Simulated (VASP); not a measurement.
A run of VASP 6.6.1:

File POSCAR:

```
HfO2
1.0
    3.5768243321      0.0000000000      0.0000000000
    0.0000000000      3.5768243321      0.0000000000
    0.0000000000      0.0000000000      5.2026739521
Hf O
2 4
Direct
    0.5000000000      0.5000000000      0.5000000000
    0.0000000000      0.0000000000      0.0000000000
    0.0000000000      0.5000000000      0.6961635346
    0.5000000000      0.0000000000      0.8038364654
    0.5000000000      0.0000000000      0.3038364654
    0.0000000000      0.5000000000      0.1961635346
```

INCAR.step1

```
PREC = Accurate ; ENCUT = 520
ISMEAR = 0 ; SIGMA = 0.02
LREAL = False ; LASPH = True
NELM = 80 ; NBANDS = 31
GGA = PE ; ALGO = Normal
EDIFF = 1E-4 ; LWAVE = True
LCHARG = False
```

INCAR.step2

```
PREC = Accurate ; ENCUT = 520
EDIFF = 1E-7 ; ISMEAR = 0
SIGMA = 0.02 ; LREAL = False
LASPH = True ; NELM = 80
ALGO = Normal ; ISIF = 2
LWAVE = False ; LCHARG = False
METAGGA = R2SCAN ; LMIXTAU = True
NBANDS = 31 ; ISTART = 1
```

File KPOINTS:

```
regular mesh
0
Gamma
  6 6 6
```

Potentials or basis: VASP PAW PBE potentials, release 64 (Hf_pv, O).

Command:

```console
$ cat potpaw_PBE.64/Hf_pv/POTCAR potpaw_PBE.64/O/POTCAR > POTCAR
$ cp INCAR.step1 INCAR
$ mpirun -np 1 vasp_std > vasp.out
$ cp INCAR.step2 INCAR
$ mpirun -np 1 vasp_std > vasp.out
```

Hardware: 1 thread of Intel(R) Xeon(R) 6975P-C (Granite Rapids) (shared host).

Question: How long does it take, and how much memory?

Answer: It took 2.4 min on 1 thread of Intel(R) Xeon(R) 6975P-C (Granite Rapids), on a shared host, peak memory 0.22 GiB. Counts: k points 40.
